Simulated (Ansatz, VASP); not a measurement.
# TePb: VASP beside Ansatz

```
Pb Te
1.0
     0.00000    2.61401    2.61401
     2.61401    0.00000    2.61401
     2.61401    2.61401    0.00000
Pb Te
1 1
Direct
  0.00000 0.00000 0.00000
  0.50000 0.50000 0.50000
```

Change from the starting cell: volume scaled by 0.55, LAPW.

Alike in both runs: task single point; functional LDA; k mesh 12 × 12 × 12; occupations fermi-dirac, width 0.08 eV; no spin polarisation.

|  | VASP | Ansatz |
| --- | --- | --- |
| version | VASP 6.6.1 | Ansatz 0.2.0 |
| potentials or method | VASP PAW LDA potentials, release 64 (Pb_d, Te), cutoff 520 eV | all-electron LAPW, scalar-relativistic |

Ansatz gave:

- pressure (GPa): 110.6

Question: What did VASP give for the same quantities?

Answer: Pressure (GPa): 111.5.

LDA's correlation is that of Perdew and Zunger in VASP and of Perdew and Wang (1992) in Ansatz. Both programs put the cell under a high pressure, so it lies far from rest at this level. Ansatz ran all-electron here, and VASP with PAW potentials.

Spin-orbit coupling is off throughout. Noted on VASP's run: the cell as given lies far from equilibrium.
